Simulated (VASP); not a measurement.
Write the native input for VASP 6.6.1 that does the following.

```
Task                   : single point
Functional             : r2SCAN
Potentials or basis    : VASP PAW PBE potentials, release 64 (La)
Cutoff                 : 520 eV
k mesh                 : 10 × 10 × 3
Occupations            : fermi-dirac, width 0.2 eV
Spin                   : no spin polarisation
Dipole correction      : no
Further INCAR settings : ALGO = Normal; EDIFF = 1e-07; NBANDS = 30
```

La:

```
La
1.0
     3.78717    0.00000    0.00000
    -1.89358    3.27978    0.00000
     0.00000    0.00000   12.06209
La
4
Direct
  0.00000 0.00000 0.00000
  0.00000 0.00000 0.50000
  0.33333 0.66667 0.75000
  0.66667 0.33333 0.25000
```

One way to write it, as run:

POSCAR

```
La
1.0
    3.7871652420      0.0000000000      0.0000000000
   -1.8935826210      3.2797813079      0.0000000000
    0.0000000000      0.0000000000     12.0620946415
La
4
Direct
    1.0000000000      0.0000000000      0.0000000000
    1.0000000000      0.0000000000      0.5000000000
    0.3333333333      0.6666666667      0.7500000000
    0.6666666667      0.3333333333      0.2500000000
```

INCAR.step1

```
SYSTEM = La
  PREC = Accurate
  ENCUT = 520
  ISMEAR = -1
  SIGMA = 0.2
  LREAL = .FALSE.
  LASPH = .TRUE.
  NELM = 100
  NBANDS = 30
  GGA = PE
  ALGO = Normal
  EDIFF = 1E-4
  LWAVE = .TRUE.
  LCHARG = .FALSE.
```

INCAR.step2

```
SYSTEM = La
  PREC = Accurate
  ENCUT = 520
  EDIFF = 1E-7
  ISMEAR = -1
  SIGMA = 0.2
  LREAL = .FALSE.
  LASPH = .TRUE.
  NELM = 100
  ALGO = Normal
  ISIF = 2
  LWAVE = .FALSE.
  LCHARG = .FALSE.
  METAGGA = R2SCAN
  LMIXTAU = .TRUE.
  NBANDS = 30
  ISTART = 1
```

KPOINTS

```
regular mesh
0
G
  10 10 3
  0 0 0
```

Potentials or basis: VASP PAW PBE potentials, release 64 (La).

Run with:

```bash
$ cat potpaw_PBE.64/La/POTCAR > POTCAR
$ cp INCAR.step1 INCAR
$ mpirun -np 1 vasp_std > vasp.out
$ cp INCAR.step2 INCAR
$ mpirun -np 1 vasp_std > vasp.out
```

Results of the run:

```yaml
Pressure: 0.3 GPa
Band_gap_on_the_k_mesh: zero (bands 22 and 23 overlap by 1.30 eV)
```

Caveat: the PAW data sets were made with another functional, which shifts forces and pressure a little; spin-orbit coupling is left out, which moves the levels of the heavy elements.

Run time: 8 min on 1 thread of AMD EPYC 9R45 96-Core Processor (Zen 5), with other jobs on the host, peak memory 0.31 GiB.
